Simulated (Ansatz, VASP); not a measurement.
TeS2 in VASP and in Ansatz

```
Te S
1.0
     4.50397    0.00000    0.00000
    -2.25199    3.90055    0.00000
     0.00000    0.00000    3.46656
Te S
1 2
Direct
  0.00000 0.00000 0.00000
  0.33333 0.66667 0.50000
  0.66667 0.33333 0.50000
```

Alike in both runs: functional PBE; k mesh 12 × 12 × 10; occupations gaussian, width 0.1 eV; no spin polarisation.

Ansatz relaxed the structure, and its values are those at the end. VASP's run is a single point on that final structure, the one shown.

|  | VASP | Ansatz |
| --- | --- | --- |
| version | VASP 6.6.1 | Ansatz 0.2.0 |
| potentials or method | VASP PAW PBE potentials, release 64 (Te, S), cutoff 520 eV | scalar-relativistic, plane waves, PAW |
| valence electrons in the cell | 18 | 28 |

Ansatz gave:

- gap on the k mesh at the Fermi level (eV): none
- pressure (GPa): 0.0

**Question.** Which values does VASP return?

**Answer.** gap on the k mesh at the Fermi level (eV): none; pressure (GPa): -0.2.

A gap of «none» marks a metal or a gap that the smearing closes. With one functional, cell and mesh, what is left measures potentials, basis and numerics. VASP's potentials hold 18 valence electrons a cell and Ansatz's 28, so a difference there can come from the potentials and not from the codes.

Spin-orbit coupling is off throughout.
